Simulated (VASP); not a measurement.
# O (Fmmm) in VASP: further runs, part 2 of 3

VASP 6.6.1. The steps go on from the part before.

## (3) Single point, PBE

INCAR reads:

```
ALGO = Normal
EDIFF = 1E-6
ENCUT = 520
GGA = PE
ISIF = 2
ISMEAR = -1
LASPH = True
LCHARG = False
LREAL = False
LWAVE = False
NBANDS = 13
NELM = 60
PREC = Accurate
SIGMA = 0.03
```

KPOINTS reads:

```
k-points
0
Gamma
  4 4 4
```

POSCAR reads:

```
O
1.0
    0.0000000000      2.1075500000      3.3448500000
    1.4783500000      0.0000000000      3.3448500000
    1.4783500000      2.1075500000      0.0000000000
O
2
Direct
    0.0871000000      0.0871000000      0.9129000000
    0.9129000000      0.9129000000      0.0871000000
```

Potentials or basis: VASP PAW PBE potentials, release 64 (O).

Started as:

```sh
cat potpaw_PBE.64/O/POTCAR > POTCAR
mpirun -np 1 vasp_std > vasp.out
```

OUTCAR:

```text
EDIFF = 1E-6
   ENCUT = 520
   GGA = PE
   ISIF = 2
   ISMEAR = -1
   LASPH = True
   LREAL = False
   NELM = 60
   PREC = Accurate

 ion  position               nearest neighbor table
   1  0.087  0.087  0.913-   2 1.17
   2  0.913  0.913  0.087-   1 1.17

  LATTYP: Found a face centered orthorhombic cell.
 ALAT       =     2.9567000000
 B/A-ratio  =     1.4256096324
 C/A-ratio  =     2.2625562282

  Lattice vectors:

 A1 = (   0.0000000000,   2.1075500000,   3.3448500000)
 A2 = (   1.4783500000,   0.0000000000,   3.3448500000)
 A3 = (   1.4783500000,   2.1075500000,   0.0000000000)

Analysis of symmetry for initial positions (statically):
=====================================================================
 Subroutine PRICEL returns:
 Original cell was already a primitive cell.

 Routine SETGRP: Setting up the symmetry group for a
 face centered orthorhombic supercell.

 Subroutine GETGRP returns: Found  8 space group operations
 (whereof  8 operations were pure point group operations)
[... 166 lines left out ...]
      1     -27.3920      2.00000
      2     -12.5413      2.00000
      3      -8.1922      2.00000
      4      -5.1814      2.00000
      5      -4.8361      2.00000
      6       2.0324      0.00000
      7       2.6220      0.00000
      8      10.8523      0.00000
      9      13.6313      0.00000
     10      16.8986      0.00000
     11      21.2593      0.00000
     12      22.2452      0.00000
     13      26.5948      0.00000
[... 258 lines left out ...]
  band No.  band energies     occupation
      1     -26.5911      2.00000
      2     -12.4336      2.00000
      3      -7.7771      2.00000
      4      -6.5811      2.00000
      5      -5.2446      2.00000
      6      -0.5707      2.00000
      7       1.7819      0.00000
      8      12.3240      0.00000
      9      12.8147      0.00000
     10      18.0199      0.00000
     11      20.6645      0.00000
     12      20.9352      0.00000
     13      22.9738      0.00000

------------------------ aborting loop because EDIFF is reached ----------------------------------------

  FORCE on cell =-STRESS in cart. coord.  units (eV):
  Direction    XX          YY          ZZ          XY          YZ          ZX
  --------------------------------------------------------------------------------------
  -------------------------------------------------------------------------------------
  Total       -0.1145802     -0.2492610      7.9616681      0.0000000      0.0000000      0.0000000
  in kB       -8.8076174    -19.1603350    612.0020253      0.0000000      0.0000000      0.0000000
  external PRESSURE =     194.6780243 kB  Pullay stress =       0.0000000 kB

 VOLUME and BASIS-vectors are now :
 -----------------------------------------------------------------------------
  energy-cutoff  :      520.00
  volume of cell :       20.84
      direct lattice vectors                 reciprocal lattice vectors
     0.000000000  2.107550000  3.344850000    -0.338214902  0.237242296  0.149483534
     1.478350000  0.000000000  3.344850000     0.338214902 -0.237242296  0.149483534
     1.478350000  2.107550000  0.000000000     0.338214902  0.237242296 -0.149483534

 POSITION                                       TOTAL-FORCE (eV/Angst)
 -----------------------------------------------------------------------------------
      1.47835      2.10755      0.58267         0.000000      0.000000      5.750923
      1.47835      2.10755      6.10703         0.000000      0.000000     -5.750923
 -----------------------------------------------------------------------------------
    total drift:                                0.000000      0.000000      0.000000

  FREE ENERGIE OF THE ION-ELECTRON SYSTEM (eV)
  ---------------------------------------------------
  free  energy   TOTEN  =        -9.2207496866 eV

  energy  without entropy=       -9.2137656224  energy(sigma->0) =       -9.21725765
```

OSZICAR:

```text
N       E                     dE             d eps       ncg     rms          rms(c)
DAV:   1     0.399936075661E+02    0.39994E+02   -0.64613E+03   484   0.867E+02
DAV:   2    -0.826668322570E+01   -0.48260E+02   -0.46377E+02   583   0.192E+02
DAV:   3    -0.957070475057E+01   -0.13040E+01   -0.12739E+01   543   0.288E+01
DAV:   4    -0.957394223741E+01   -0.32375E-02   -0.32374E-02   548   0.176E+00
DAV:   5    -0.957395410433E+01   -0.11867E-04   -0.11867E-04   538   0.961E-02    0.474E+00
DAV:   6    -0.928204809590E+01    0.29191E+00   -0.25987E-01   538   0.469E+00    0.246E+00
DAV:   7    -0.921810286149E+01    0.63945E-01   -0.23205E-01   523   0.429E+00    0.508E-01
DAV:   8    -0.922070567145E+01   -0.26028E-02   -0.14784E-02   498   0.106E+00    0.841E-02
DAV:   9    -0.922074467263E+01   -0.39001E-04   -0.25140E-04   558   0.142E-01    0.308E-02
DAV:  10    -0.922075340329E+01   -0.87307E-05   -0.29955E-05   503   0.555E-02    0.656E-03
DAV:  11    -0.922075104764E+01    0.23556E-05   -0.47210E-06   523   0.190E-02    0.417E-03
DAV:  12    -0.922075004321E+01    0.10044E-05   -0.55840E-07   289   0.707E-03    0.798E-04
DAV:  13    -0.922074968663E+01    0.35658E-06   -0.86869E-08   269   0.281E-03
   1 F= -.92207497E+01 E0= -.92172577E+01  d E =-.698406E-02
```

Wall time 4.1 s (1 thread of Intel Xeon Platinum 8488C (Sapphire Rapids), shared host); peak memory 0.13 GiB.

Results:

- Free energy: -9.2207 eV
- Pressure: 19.5 GPa
- Largest force: 5.751 eV/Å
- Band gap on the k mesh: zero (band 6 reaches 2.57 eV, above the bottom of band 7 at 0.98 eV)

Forces on the atoms (eV/Å):
```
O    0.000  0.000  5.751
O    0.000  0.000 -5.751
```

Caveat: the k points lie up to 0.69 Å⁻¹ apart; the standard files for N, O and F lose accuracy on very short bonds; spin is off for a triplet molecule; forces of over 1 eV/Å act on the atoms, so gaps and moduli don't describe the material at rest.

## (4) Single point, PBE

INCAR reads:

```
SYSTEM = O
  PREC = Accurate
  ENCUT = 520
  EDIFF = 1E-7
  ISMEAR = -1
  SIGMA = 0.03
  LREAL = .FALSE.
  LASPH = .TRUE.
  NELM = 60
  ALGO = Normal
  ISIF = 2
  LWAVE = .FALSE.
  LCHARG = .FALSE.
  GGA = PE
  NBANDS = 13
```

KPOINTS reads:

```
Automatic mesh
0
G
  6 6 6
  0 0 0
```

POSCAR is that of step 3.

Potentials or basis: VASP PAW PBE potentials, release 64 (O).

Started as:

```sh
cat potpaw_PBE.64/O/POTCAR > POTCAR
mpirun -np 1 vasp_std > vasp.out
```

OUTCAR:

```text
SYSTEM = O
   PREC = Accurate
   ENCUT = 520
   EDIFF = 1E-7
   ISMEAR = -1
   LREAL = .FALSE.
   LASPH = .TRUE.
   NELM = 60
   ISIF = 2
   GGA = PE

 ion  position               nearest neighbor table
   1  0.087  0.087  0.913-   2 1.17
   2  0.913  0.913  0.087-   1 1.17

  LATTYP: Found a face centered orthorhombic cell.
 ALAT       =     2.9567000000
 B/A-ratio  =     1.4256096324
 C/A-ratio  =     2.2625562282

  Lattice vectors:

 A1 = (   0.0000000000,   2.1075500000,   3.3448500000)
 A2 = (   1.4783500000,   0.0000000000,   3.3448500000)
 A3 = (   1.4783500000,   2.1075500000,   0.0000000000)

Analysis of symmetry for initial positions (statically):
=====================================================================
 Subroutine PRICEL returns:
 Original cell was already a primitive cell.

 Routine SETGRP: Setting up the symmetry group for a
 face centered orthorhombic supercell.

 Subroutine GETGRP returns: Found  8 space group operations
 (whereof  8 operations were pure point group operations)
 out of a pool of  8 trial point group operations.

The static configuration has the point symmetry D_2h.

Analysis of symmetry for dynamics (positions and initial velocities):
=====================================================================
 Subroutine PRICEL returns:
 Original cell was already a primitive cell.

 Routine SETGRP: Setting up the symmetry group for a
 face centered orthorhombic supercell.

 Subroutine GETGRP returns: Found  8 space group operations
 (whereof  8 operations were pure point group operations)
 out of a pool of  8 trial point group operations.

The dynamic configuration has the point symmetry D_2h.

 Subroutine INISYM returns: Found  8 space group operations
 (whereof  8 operations are pure point group operations),
 and found     1 'primitive' translations

----------------------------------------------------------------------------------------

                                     Primitive cell

  volume of cell :      20.8431

  direct lattice vectors                    reciprocal lattice vectors
     0.000000000  2.107550000  3.344850000    -0.338214902  0.237242296  0.149483534
     1.478350000  0.000000000  3.344850000     0.338214902 -0.237242296  0.149483534
     1.478350000  2.107550000  0.000000000     0.338214902  0.237242296 -0.149483534

  length of vectors
     3.953452735  3.656985131  2.574351515     0.439338769  0.439338769  0.439338769

  position of ions in fractional coordinates (direct lattice)
     0.087100000  0.087100000  0.912900000
     0.912900000  0.912900000  0.087100000

  ion indices of the primitive-cell ions
   primitive index   ion index
                 1           1
                 2           2

----------------------------------------------------------------------------------------

 KPOINTS: Automatic mesh

Automatic generation of k-mesh.
 Grid dimensions read from file:
 generate k-points for:    6    6    6

 Generating k-lattice:

  Cartesian coordinates                     Fractional coordinates (reciprocal lattice)
    -0.056369150  0.039540383  0.024913922     0.166666667  0.000000000  0.000000000
     0.056369150 -0.039540383  0.024913922     0.000000000  0.166666667  0.000000000
     0.056369150  0.039540383 -0.024913922    -0.000000000 -0.000000000  0.166666667

  Length of vectors
     0.073223128  0.073223128  0.073223128

  Shift w.r.t. Gamma in fractional coordinates (k-lattice)
     0.000000000  0.000000000  0.000000000

 Subroutine IBZKPT returns following result:
 ===========================================

 Found     46 irreducible k-points:

 Following reciprocal coordinates:
            Coordinates               Weight
  0.000000  0.000000  0.000000      1.000000
  0.166667  0.000000  0.000000      8.000000
  0.333333 -0.000000  0.000000      8.000000
  0.500000  0.000000  0.000000      4.000000
  0.166667  0.166667  0.000000      2.000000
  0.333333  0.166667  0.000000      8.000000
[... 16 lines left out ...]
 -0.166667  0.166667  0.166667      8.000000
  0.500000  0.333333  0.166667      4.000000
 [... further k-points ...]
   k-points           NKPTS =     46   k-points in BZ     NKDIM =     46   number of bands    NBANDS=     13
   number of dos      NEDOS =    301   number of ions     NIONS =      2
   total plane-waves  NPLWV =  16800
   dimension x,y,z NGX =    30 NGY =   28 NGZ =   20
   dimension x,y,z NGXF=    60 NGYF=   56 NGZF=   40
   ions per type =               2
   NGX,Y,Z   is equivalent  to a cutoff of  12.62, 12.73, 12.92 a.u.
   NGXF,Y,Z  is equivalent  to a cutoff of  25.23, 25.46, 25.83 a.u.
 SYSTEM =  O
   PREC   = accura    normal or accurate (medium, high low for compatibility)
   ISTART =      0    job   : 0-new  1-cont  2-samecut
   ICHARG =      2    charge: 1-file 2-atom 10-const
   ISPIN  =      1    spin polarized calculation?
   LNONCOLLINEAR =      F non collinear calculations
   LSORBIT =      F    spin-orbit coupling
   LASPH  =      T    aspherical Exc in radial PAW
   ENCUT  =  520.0 eV  38.22 Ry    6.18 a.u.   7.35  6.80  4.79*2*pi/ulx,y,z
   NELM   =     60;   NELMIN=  2; NELMDL= -5     # of ELM steps
   EDIFF  = 0.1E-06   stopping-criterion for ELM
   LREAL  =      F    real-space projection
   EDIFFG = 0.1E-05   stopping-criterion for IOM
   NSW    =      0    number of steps for IOM
   IBRION =     -1    ionic relax: 0-MD 1-quasi-New 2-CG
   NFREE  =      0    steps in history (QN), initial steepest desc. (CG)
   ISIF   =      2    stress and relaxation
   ISYM   =      2    0-nonsym 1-usesym 2-fastsym
   POTIM  = 0.5000    time-step for ionic-motion
   TEBEG  =    0.0;   TEEND  =   0.0 temperature during run
   PSTRESS=    0.0 pullay stress
   NELECT =      12.0000    total number of electrons
   NUPDOWN=      -1.0000    fix difference up-down
   EMIN   =  10.00;   EMAX   =-10.00  energy-range for DOS
   EFERMI =   0.00;   METHOD = LEGACY
   ISMEAR =    -1;   SIGMA  =   0.03  broadening in eV -4-tet -1-fermi 0-gaus
   EFERMI_NEDOS =   21; number of points for ismear=-14 and -15
   IALGO  =     38    algorithm
   IMIX   =      4    mixing-type and parameters
     AMIX     =   0.40;   BMIX     =  1.00
     AMIX_MAG =   1.60;   BMIX_MAG =  1.00
  volume/ion in A,a.u.               =      10.42        70.33
  Fermi-wavevector in a.u.,A,eV,Ry     =   1.361909  2.573634 25.236021  1.854795
  Thomas-Fermi vector in A             =   2.488444
   LORBIT       =      0    0 simple, 1 ext, 2 COOP (PROOUT), +10 PAW based schemes
   GGA     = PE    functional components
[... 5 lines left out ...]
 non-spin polarized calculation
  energy-cutoff  :      520.00
  volume of cell :       20.84
 maximum number of plane-waves:       582
 NGX is ok and might be reduce to    30
   NGX = 15   NGY = 13   NGZ =  9

 number of electron      12.0000001 magnetization

 Free energy of the ion-electron system (eV)
  ---------------------------------------------------
  ext. energy  EPLUGINS =         0.00000000
  ---------------------------------------------------
  free energy    TOTEN  =        -9.32654040 eV

  energy without entropy =       -9.32257175  energy(sigma->0) =       -9.32455608

 E-fermi :   1.5591     XC(G=0):  -9.9050

 val. band max:        1.4578729384   @ k =   0.3333   0.5000   0.1667
 cond. band min:       1.5936982097   @ k =  -0.1667   0.3333   0.5000
 fundamental gap:      0.1358252713
 Fermi energy:         1.5590784915

 k-point     1 :       0.0000    0.0000    0.0000
  band No.  band energies     occupation
      1     -27.4017      2.00000
      2     -12.5526      2.00000
      3      -8.2018      2.00000
      4      -5.1615      2.00000
      5      -4.8741      2.00000
      6       2.0486      0.00000
      7       2.5837      0.00000
      8      10.8565      0.00000
      9      13.6209      0.00000
     10      16.9042      0.00000
     11      21.2671      0.00000
     12      22.2303      0.00000
     13      26.5792      0.00000
[... 353 lines left out ...]
 k-point    24 :       0.5000    0.3333    0.1667
  band No.  band energies     occupation
      1     -27.1571      2.00000
      2     -13.4038      2.00000
      3      -6.5465      2.00000
      4      -5.6403      2.00000
      5      -5.3365      2.00000
      6       1.8816      0.00004
      7       2.2287      0.00000
      8      10.7748      0.00000
      9      12.6455      0.00000
     10      16.4699      0.00000
     11      21.5995      0.00000
     12      22.1273      0.00000
     13      26.2339      0.00000

 [... further k-points ...]
[... 5 lines left out ...]
  --------------------------------------------------------------------------------------
  -------------------------------------------------------------------------------------
  Total       -0.1345224     -0.9202770      8.0919812      0.0000000      0.0000000      0.0000000
  in kB      -10.3405474    -70.7403746    622.0190023      0.0000000      0.0000000      0.0000000
  external PRESSURE =     180.3126934 kB  Pullay stress =       0.0000000 kB

 VOLUME and BASIS-vectors are now :
 -----------------------------------------------------------------------------
  energy-cutoff  :      520.00
  volume of cell :       20.84
      direct lattice vectors                 reciprocal lattice vectors
     0.000000000  2.107550000  3.344850000    -0.338214902  0.237242296  0.149483534
     1.478350000  0.000000000  3.344850000     0.338214902 -0.237242296  0.149483534
     1.478350000  2.107550000  0.000000000     0.338214902  0.237242296 -0.149483534

 POSITION                                       TOTAL-FORCE (eV/Angst)
 -----------------------------------------------------------------------------------
      1.47835      2.10755      0.58267         0.000000      0.000000      5.743342
      1.47835      2.10755      6.10703         0.000000      0.000000     -5.743342
 -----------------------------------------------------------------------------------
    total drift:                                0.000000      0.000000      0.000000

  FREE ENERGIE OF THE ION-ELECTRON SYSTEM (eV)
  ---------------------------------------------------
  free  energy   TOTEN  =        -9.3265404024 eV

  energy  without entropy=       -9.3225717546  energy(sigma->0) =       -9.32455608
```

Run time: 8.9 s. Hardware: 1 thread of Intel Xeon Platinum 8488C (Sapphire Rapids), shared host; peak memory 0.13 GiB.

What came out:

```yaml
Free_energy: -9.3265 eV
Pressure: 18.0 GPa
Largest_force: 5.743 eV/Å
Band_gap_on_the_k_mesh: zero (band 6 reaches 2.59 eV, above the bottom of band 7 at 0.92 eV)
```

Forces in eV/Å, atoms in the order of the input:
```
O    0.000  0.000  5.743
O    0.000  0.000 -5.743
```

Stress tensor (GPa, compression positive):
```
-1.03  0.00  0.00
 0.00 -7.07  0.00
 0.00  0.00 62.20
```

Caveat: the k points lie up to 0.46 Å⁻¹ apart; the standard files for N, O and F lose accuracy on very short bonds; spin is off for a triplet molecule; forces of over 1 eV/Å act on the atoms, so gaps and moduli don't describe the material at rest.

(Part 2 of 3 ends here.)
